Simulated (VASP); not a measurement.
Crystal: CdS.

```
Cd S
1.0
     0.00000    2.93921    2.88043
     2.93921    0.00000    2.88043
     2.93921    2.93921    0.00000
Cd S
1 1
Direct
  0.00000 0.00000 0.00000
  0.25000 0.25000 0.25000
```

This cell differs from its parent crystal: uniaxial z strain -2.0%.

Base run:

```yaml
Program: VASP 6.6.1
Functional: r2SCAN
Potentials_or_basis: VASP PAW PBE potentials, release 64 (Cd, S)
Cutoff: 520 eV
k_mesh: 8 × 8 × 8
Occupations: gaussian, width 0.01 eV
Spin: no spin polarisation
```

Its results: band gap on the k mesh 1.55 eV; pressure 1.6 GPa.

The run is repeated on the same cell with these changes: functional from r2SCAN to PBE; cutoff from 520 eV to 500 eV; occupations from gaussian, width 0.01 eV to fermi-dirac, width 0.02 eV. What comes out?

Band gap on the k mesh 1.10 eV; pressure 3.0 GPa.

Caveats: the PAW data sets were made with another functional, which shifts forces and pressure a little (at least some runs).

